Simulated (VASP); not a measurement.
# ZnS (F-43m) in VASP: settings compared, part 3 of 3

VASP 6.6.1. Earlier steps stand in the parts before.

### Step 5. Relaxation of volume and atoms at fixed shape, PBE

File INCAR:

```
PREC = Accurate
ENCUT = 500
EDIFF = 1E-7
ISMEAR = 1
SIGMA = 0.048
LREAL = F
LASPH = T
NELM = 120
ALGO = Normal
ISIF = 8
LWAVE = F
LCHARG = F
GGA = PE
IBRION = 2
NSW = 30
EDIFFG = -0.02
GGA_COMPAT = F
NELMIN = 4
```

File KPOINTS:

```
Automatic mesh
0
Gamma
  4 4 4
```

File POSCAR:

```
ZnS
1.0
    0.0000000000      2.6936828773      2.6936828773
    2.6936828773      0.0000000000      2.6936828773
    2.6936828773      2.6936828773      0.0000000000
Zn S
1 1
Direct
    0.0000000000      0.0000000000      0.0000000000
    0.2500000000      0.2500000000      0.2500000000
```

Potentials or basis: VASP PAW PBE potentials, release 64 (Zn, S).

Started as:

```
$ cat potpaw_PBE.64/Zn/POTCAR potpaw_PBE.64/S/POTCAR > POTCAR
$ mpirun -np 1 vasp_std > vasp.out
```

OUTCAR:

```text
PREC = Accurate
   ENCUT = 500
   EDIFF = 1E-7
   ISMEAR = 1
   LREAL = F
   LASPH = T
   NELM = 120
   ISIF = 8
   GGA = PE
   IBRION = 2
   NSW = 30
   EDIFFG = -0.02
   NELMIN = 4

 ion  position               nearest neighbor table
   1  0.000  0.000  0.000-   2 2.33   2 2.33   2 2.33   2 2.33
   2  0.250  0.250  0.250-   1 2.33   1 2.33   1 2.33   1 2.33

  LATTYP: Found a face centered cubic cell.
 ALAT       =     5.3873657546

  Lattice vectors:

 A1 = (   0.0000000000,   2.6936828773,   2.6936828773)
 A2 = (   2.6936828773,   0.0000000000,   2.6936828773)
 A3 = (   2.6936828773,   2.6936828773,   0.0000000000)

Analysis of symmetry for initial positions (statically):
=====================================================================
 Subroutine PRICEL returns:
 Original cell was already a primitive cell.

 Routine SETGRP: Setting up the symmetry group for a
 face centered cubic supercell.

 Subroutine GETGRP returns: Found 24 space group operations
 (whereof 24 operations were pure point group operations)
 out of a pool of 48 trial point group operations.

The static configuration has the point symmetry T_d .

Analysis of symmetry for dynamics (positions and initial velocities):
=====================================================================
 Subroutine PRICEL returns:
 Original cell was already a primitive cell.

 Routine SETGRP: Setting up the symmetry group for a
 face centered cubic supercell.

 Subroutine GETGRP returns: Found 24 space group operations
 (whereof 24 operations were pure point group operations)
 out of a pool of 48 trial point group operations.

The dynamic configuration has the point symmetry T_d .

 Subroutine INISYM returns: Found 24 space group operations
 (whereof 24 operations are pure point group operations),
 and found     1 'primitive' translations

----------------------------------------------------------------------------------------

                                     Primitive cell

  volume of cell :      39.0903

  direct lattice vectors                    reciprocal lattice vectors
     0.000000000  2.693682877  2.693682877    -0.185619474  0.185619474  0.185619474
     2.693682877  0.000000000  2.693682877     0.185619474 -0.185619474  0.185619474
     2.693682877  2.693682877  0.000000000     0.185619474  0.185619474 -0.185619474

  length of vectors
     3.809442858  3.809442858  3.809442858     0.321502361  0.321502361  0.321502361

  position of ions in fractional coordinates (direct lattice)
     0.000000000  0.000000000  0.000000000
     0.250000000  0.250000000  0.250000000

  ion indices of the primitive-cell ions
   primitive index   ion index
                 1           1
                 2           2

----------------------------------------------------------------------------------------

 KPOINTS: Automatic mesh

Automatic generation of k-mesh.
 Grid dimensions read from file:
 generate k-points for:    4    4    4

 Generating k-lattice:

  Cartesian coordinates                     Fractional coordinates (reciprocal lattice)
    -0.046404869  0.046404869  0.046404869     0.250000000  0.000000000  0.000000000
     0.046404869 -0.046404869  0.046404869     0.000000000  0.250000000  0.000000000
     0.046404869  0.046404869 -0.046404869     0.000000000  0.000000000  0.250000000

  Length of vectors
     0.080375590  0.080375590  0.080375590

  Shift w.r.t. Gamma in fractional coordinates (k-lattice)
     0.000000000  0.000000000  0.000000000

 Subroutine IBZKPT returns following result:
 ===========================================

 Found      8 irreducible k-points:

 Following reciprocal coordinates:
            Coordinates               Weight
  0.000000  0.000000  0.000000      1.000000
  0.250000  0.000000  0.000000      8.000000
  0.500000  0.000000  0.000000      4.000000
  0.250000  0.250000  0.000000      6.000000
  0.500000  0.250000  0.000000     24.000000
 -0.250000  0.250000  0.000000     12.000000
  0.500000  0.500000  0.000000      3.000000
 -0.250000  0.500000  0.250000      6.000000
   k-points           NKPTS =      8   k-points in BZ     NKDIM =      8   number of bands    NBANDS=     13
   number of dos      NEDOS =    301   number of ions     NIONS =      2
   total plane-waves  NPLWV =  21952
   dimension x,y,z NGX =    28 NGY =   28 NGZ =   28
   dimension x,y,z NGXF=    56 NGYF=   56 NGZF=   56
   ions per type =               1   1
   NGX,Y,Z   is equivalent  to a cutoff of  12.22, 12.22, 12.22 a.u.
   NGXF,Y,Z  is equivalent  to a cutoff of  24.44, 24.44, 24.44 a.u.
 SYSTEM =  unknown system
   PREC   = accura    normal or accurate (medium, high low for compatibility)
   ISTART =      0    job   : 0-new  1-cont  2-samecut
   ICHARG =      2    charge: 1-file 2-atom 10-const
   ISPIN  =      1    spin polarized calculation?
   LNONCOLLINEAR =      F non collinear calculations
   LSORBIT =      F    spin-orbit coupling
   LASPH  =      T    aspherical Exc in radial PAW
   ENCUT  =  500.0 eV  36.75 Ry    6.06 a.u.   6.95  6.95  6.95*2*pi/ulx,y,z
   NELM   =    120;   NELMIN=  4; NELMDL= -5     # of ELM steps
   EDIFF  = 0.1E-06   stopping-criterion for ELM
   LREAL  =      F    real-space projection
   EDIFFG = -.2E-01   stopping-criterion for IOM
   NSW    =     30    number of steps for IOM
   IBRION =      2    ionic relax: 0-MD 1-quasi-New 2-CG
   NFREE  =      1    steps in history (QN), initial steepest desc. (CG)
   ISIF   =      8    stress and relaxation
   ISYM   =      2    0-nonsym 1-usesym 2-fastsym
   POTIM  = 0.5000    time-step for ionic-motion
   TEBEG  =    0.0;   TEEND  =   0.0 temperature during run
   PSTRESS=    0.0 pullay stress
   NELECT =      18.0000    total number of electrons
   NUPDOWN=      -1.0000    fix difference up-down
   EMIN   =  10.00;   EMAX   =-10.00  energy-range for DOS
   EFERMI =   0.00;   METHOD = LEGACY
   ISMEAR =     1;   SIGMA  =   0.05  broadening in eV -4-tet -1-fermi 0-gaus
   EFERMI_NEDOS =   21; number of points for ismear=-14 and -15
   IALGO  =     38    algorithm
   IMIX   =      4    mixing-type and parameters
     AMIX     =   0.40;   BMIX     =  1.00
     AMIX_MAG =   1.60;   BMIX_MAG =  1.00
  volume/ion in A,a.u.               =      19.55       131.90
  Fermi-wavevector in a.u.,A,eV,Ry     =   1.264181  2.388955 21.744194  1.598153
  Thomas-Fermi vector in A             =   2.397499
   LORBIT       =      0    0 simple, 1 ext, 2 COOP (PROOUT), +10 PAW based schemes
   GGA     = PE    functional components
   LHFCALC =     F    Hartree Fock is set to
   AEXX    =    0.0000 exact exchange contribution
   IVDW    =     0    specifies the selected vdW correction
   LEPSILON=     F    determine dielectric tensor
   LRPA    =     F    only Hartree local field effects (RPA)
 conjugate gradient relaxation of ions
 non-spin polarized calculation
 Methfessel and Paxton  Order N= 1 SIGMA  =   0.05
  energy-cutoff  :      500.00
  volume of cell :       39.09
 maximum number of plane-waves:       998
   NGX = 13   NGY = 13   NGZ = 13

--------------------------------------- Ionic step        1  -------------------------------------------

 number of electron      18.0000006 magnetization

 Free energy of the ion-electron system (eV)
  ---------------------------------------------------
  ext. energy  EPLUGINS =         0.00000000
  ---------------------------------------------------
  free energy    TOTEN  =        -6.79448337 eV

  energy without entropy =       -6.79461382  energy(sigma->0) =       -6.79452686

------------------------ aborting loop because EDIFF is reached ----------------------------------------

  FORCE on cell =-STRESS in cart. coord.  units (eV):
  Direction    XX          YY          ZZ          XY          YZ          ZX
  --------------------------------------------------------------------------------------
  -------------------------------------------------------------------------------------
  Total        0.6818739      0.6818739      0.6818739      0.0000000      0.0000000      0.0000000
  in kB       27.9476461     27.9476461     27.9476461      0.0000000      0.0000000      0.0000000
  external PRESSURE =      27.9476461 kB  Pullay stress =       0.0000000 kB
[... 57 lines left out ...]
  energy  without entropy=       -6.8057092705  energy(sigma->0) =       -6.80562230

--------------------------------------- Ionic step        3  -------------------------------------------

 number of electron      17.9999986 magnetization

 Free energy of the ion-electron system (eV)
  ---------------------------------------------------
  ext. energy  EPLUGINS =         0.00000000
  ---------------------------------------------------
  free energy    TOTEN  =        -6.80683583 eV

  energy without entropy =       -6.80696628  energy(sigma->0) =       -6.80687932

 E-fermi :   1.9193     XC(G=0):  -9.4900

 val. band max:        1.8788556033   @ k =   0.0000   0.0000   0.0000
 cond. band min:       3.8630762095   @ k =   0.0000   0.0000   0.0000
 fundamental gap:      1.9842206062
 Fermi energy:         1.9192658456

 k-point     1 :       0.0000    0.0000    0.0000
  band No.  band energies     occupation
      1     -11.0718      2.00000
      2      -4.3766      2.00000
      3      -4.3766      2.00000
      4      -4.3766      2.00000
      5      -3.9135      2.00000
      6      -3.9135      2.00000
      7       1.8789      2.00000
      8       1.8789      2.00000
      9       1.8789      2.00000
     10       3.8631      0.00000
     11       8.2750      0.00000
     12       8.2750      0.00000
     13       8.2750      0.00000
[... 139 lines left out ...]
  FREE ENERGIE OF THE ION-ELECTRON SYSTEM (eV)
  ---------------------------------------------------
  free  energy   TOTEN  =        -6.8068358321 eV

  energy  without entropy=       -6.8069662850  energy(sigma->0) =       -6.80687932

 reached required accuracy - stopping structural energy minimisation
```

OSZICAR:

```text
N       E                     dE             d eps       ncg     rms          rms(c)
DAV:   1     0.919282567219E+02    0.91928E+02   -0.90446E+03   208   0.156E+03
DAV:   2    -0.131230213093E+01   -0.93241E+02   -0.87860E+02   218   0.280E+02
DAV:   3    -0.717190983824E+01   -0.58596E+01   -0.58310E+01   278   0.726E+01
[... 27 lines left out ...]
DAV:   4    -0.680694586215E+01    0.64891E-03   -0.41825E-04   241   0.315E-01    0.113E-01
DAV:   5    -0.680683795187E+01    0.10791E-03   -0.10864E-04   304   0.219E-01    0.229E-02
DAV:   6    -0.680683613319E+01    0.18187E-05   -0.35165E-05   208   0.744E-02    0.103E-02
DAV:   7    -0.680683584528E+01    0.28792E-06   -0.16001E-06   233   0.208E-02    0.509E-03
DAV:   8    -0.680683583212E+01    0.13159E-07   -0.38072E-07   197   0.759E-03
   3 F= -.68068358E+01 E0= -.68068793E+01  d E =-.123525E-01
```

CONTCAR:

```text
ZnS
   1.00000000000000
     0.0000000000000000    2.7269696604548237    2.7269696604548237
     2.7269696604548237    0.0000000000000000    2.7269696604548237
     2.7269696604548237    2.7269696604548237    0.0000000000000000
  Zn              S
     1     1
Direct
     0.0000000000000000    0.0000000000000000    0.0000000000000000
     0.2500000000000000    0.2500000000000000    0.2500000000000000

  0.00000000E+00  0.00000000E+00  0.00000000E+00
  0.00000000E+00  0.00000000E+00  0.00000000E+00
```

Run time: 8.9 s. Hardware: 1 thread of Intel Xeon 6975P-C (Granite Rapids), shared host; peak memory 0.15 GiB.

What came out:

```
Free energy                            : -6.8068 eV
Relaxed volume                         : 20.28 Å³/atom
Relaxed cell                           : a = 3.857 Å, b = 3.857 Å, c = 3.857 Å, α = 60.00°, β = 60.00°, γ = 60.00°
Space group after relaxing (to 0.05 Å) : F-43m (No. 216)
Energy gained by relaxing              : 6.2 meV/atom
Ionic steps                            : 3
Pressure after relaxing                : 0.0 GPa
Band gap on the k mesh                 : 1.98 eV, direct
```

Step by step:
```
step  energy change (eV)  largest force (eV/Å)  pressure (GPa)  volume (Å³)
   1              0.0000                0.0000            2.79        39.09
   2             -0.0111                0.0000           -0.81        41.05
   3             -0.0124                0.0000            0.01        40.56
```

Final structure:
```
Zn S
1.0
     0.00000    2.72697    2.72697
     2.72697    0.00000    2.72697
     2.72697    2.72697    0.00000
Zn S
1 1
Direct
  0.00000 0.00000 0.00000
  0.25000 0.25000 0.25000
```

Levels at points of the mesh, in eV from the valence-band top:
```csv
k point,band 7,band 8,band 9,band 10,band 11,band 12
"(0.00, 0.00, 0.00)",0.00,0.00,0.00,1.98,6.40,6.40
"(0.50, 0.00, 0.00)",-5.12,-0.83,-0.83,3.24,6.92,6.92
"(0.50, 0.50, 0.00)",-4.46,-2.13,-2.13,3.45,4.06,10.79
```

Caveat: the k points lie up to 0.50 Å⁻¹ apart in the final cell. PBE gaps usually lie below the measured ones, often by a third to a half.

### Step 6. The runs side by side

```tsv
task	level	cell	k mesh	cutoff (eV)	smearing	gap on the mesh (eV)	pressure (GPa)
single point	r2SCAN	as given	6 × 6 × 6	550	fermi-dirac 0.018 eV	2.72	0.1
single point	r2SCAN+D3(BJ)	as given	6 × 6 × 6	550	gaussian 0.1 eV	2.72	-1.1
single point	r2SCAN	as given	6 × 6 × 6	550	tetrahedron	2.72	0.1
relaxation of volume and atoms at fixed shape	PBE	relaxed	4 × 4 × 4	500	methfessel-paxton 0.048 eV	1.98	0.0
```

Alike in all rows: potentials or basis VASP PAW PBE potentials, release 64 (Zn, S); no spin polarisation.

Caveats: some runs use coarse meshes; the PAW data sets were made with another functional, which shifts forces and pressure a little (some runs).

Total energies depend on the potentials used, so only differences within one code and one set of settings carry meaning.
